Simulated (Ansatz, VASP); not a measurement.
**One calculation of KZnCl3, two programs**

```
K Zn Cl
1.0
     4.90012    0.00000    0.00000
     0.00000    4.90012    0.00000
     0.00000    0.00000    4.90012
K Zn Cl
1 1 3
Cartesian
  0.0000 0.0000 0.0000
  2.4501 2.4501 2.4501
  2.4501 2.4501 0.0000
  2.4501 0.0000 2.4501
  0.0000 2.4501 2.4501
```

Alike in both runs: task single point; functional r2SCAN; k mesh 6 × 6 × 6; no spin polarisation.

```csv
,VASP,Ansatz
version,VASP 6.6.1,Ansatz 0.2.0
potentials or method,"VASP PAW PBE potentials, release 64 (K_sv, Zn, Cl)","plane waves, PAW"
plane-wave cutoff (eV),520,500
occupations,"gaussian, width 0.01 eV",fixed
valence electrons in the cell,42,42
```

|  | VASP | Ansatz | Ansatz less VASP |
| --- | --- | --- | --- |
| gap on the k mesh at the Fermi level (eV) | 2.27 | 2.27 | -0.006 |
| pressure (GPa) | 0.0 | 0.0 | +0.03 |

VASP's potentials were made for PBE, not for r2SCAN.
